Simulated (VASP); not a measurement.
Set up this calculation in VASP 6.6.1, as the native input.

```yaml
Task: single point
Functional: r2SCAN
Potentials_or_basis: VASP PAW PBE potentials, release 64 (Li_sv, Br)
Cutoff: 830 eV
k_mesh: 6 × 6 × 6
Occupations: gaussian, width 0.01 eV
Spin: no spin polarisation
Dipole_correction: no
Further_INCAR_settings: ALGO = Normal; EDIFF = 1e-06; NBANDS = 12
```

The system is LiBr.

```
CELL_PARAMETERS angstrom
0.00000 2.71189 2.71189
2.71189 0.00000 2.71189
2.71189 2.71189 0.00000
ATOMIC_POSITIONS crystal
Li 0.00000 0.00000 0.00000
Br 0.50000 0.50000 0.50000
```

This cell differs from its parent crystal: volume changed by -3%.

These files were run (other wordings do the same):

POSCAR

```
LiBr
1.0
    0.0000000000      2.7118907722      2.7118907722
    2.7118907722      0.0000000000      2.7118907722
    2.7118907722      2.7118907722      0.0000000000
Li Br
1 1
Direct
    0.0000000000      0.0000000000      0.0000000000
    0.5000000000      0.5000000000      0.5000000000
```

INCAR.step1

```
ALGO = Normal
EDIFF = 1E-5
ENCUT = 830
GGA = PE
GGA_COMPAT = False
ISMEAR = 0
LASPH = True
LCHARG = False
LREAL = False
LWAVE = True
NBANDS = 12
NELM = 120
PREC = Accurate
SIGMA = 0.01
```

INCAR.step2

```
ALGO = Normal
EDIFF = 1E-6
ENCUT = 830
GGA_COMPAT = False
ISIF = 2
ISMEAR = 0
ISTART = 1
LASPH = True
LCHARG = False
LMIXTAU = True
LREAL = False
LWAVE = False
METAGGA = R2SCAN
NBANDS = 12
NELM = 120
PREC = Accurate
SIGMA = 0.01
```

KPOINTS

```
k-points
0
Gamma
  6 6 6
```

Potentials or basis: VASP PAW PBE potentials, release 64 (Li_sv, Br).

Run with:

```console
$ cat potpaw_PBE.64/Li_sv/POTCAR potpaw_PBE.64/Br/POTCAR > POTCAR
$ cp INCAR.step1 INCAR
$ mpirun -np 1 vasp_std > vasp.out
$ cp INCAR.step2 INCAR
$ mpirun -np 1 vasp_std > vasp.out
```

It gave:

```yaml
Pressure: 0.5 GPa
Band_gap_on_the_k_mesh: 6.09 eV, direct
```

Caveat: the PAW data sets were made with another functional, which shifts forces and pressure a little.

Run time: 52 s on 1 thread of Intel(R) Xeon(R) Platinum 8375C CPU @ 2.90GHz (Ice Lake), with other jobs on the host, peak memory 0.22 GiB.
